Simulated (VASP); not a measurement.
A run of VASP 6.6.1 is set up as follows.

INCAR

```
SYSTEM = Na3Al
ALGO     = Normal         ! electronic algorithm
EDIFF    = 1E-7           ! SCF threshold, eV
ENCUT    = 520            ! plane-wave cutoff, eV
GGA      = PE             ! functional
ISIF     = 2              ! what is computed and relaxed
ISMEAR   = -1             ! smearing method
LASPH    = .True.         ! aspherical terms in the spheres
LCHARG   = .True.         ! write CHGCAR
LELF     = .True.         ! ELF
LREAL    = .False.        ! projectors in reciprocal space
LVHAR    = .True.       
LWAVE    = .False.        ! write WAVECAR
NBANDS   = 20             ! bands
NELM     = 60             ! most SCF steps
PREC     = Accurate       ! precision mode
SIGMA    = 0.1            ! smearing width, eV
```

File KPOINTS:

```
k-points
0
Gamma
  5 5 5
  0 0 0
```

The input POSCAR:

```
Na3Al
1.0
    0.0000000000      3.8330040000      3.8330040000
    3.8330040000      0.0000000000      3.8330040000
    3.8330040000      3.8330040000      0.0000000000
Na Al
3 1
Direct
    0.2500000000      0.2500000000      0.2500000000
    0.7500000000      0.7500000000      0.7500000000
    0.5000000000      0.5000000000      0.5000000000
    0.0000000000      0.0000000000      0.0000000000
```

Potentials or basis: VASP PAW PBE potentials, release 64 (Na_pv, Al).

Command:

```bash
$ cat potpaw_PBE.64/Na_pv/POTCAR potpaw_PBE.64/Al/POTCAR > POTCAR
$ mpirun -np 1 vasp_std > vasp.out
```

Q: Estimate the pressure.

A: 0.1 GPa.

Q: Predict the band gap on the k mesh.

A: Zero (bands 12 and 13 overlap by 1.54 eV).
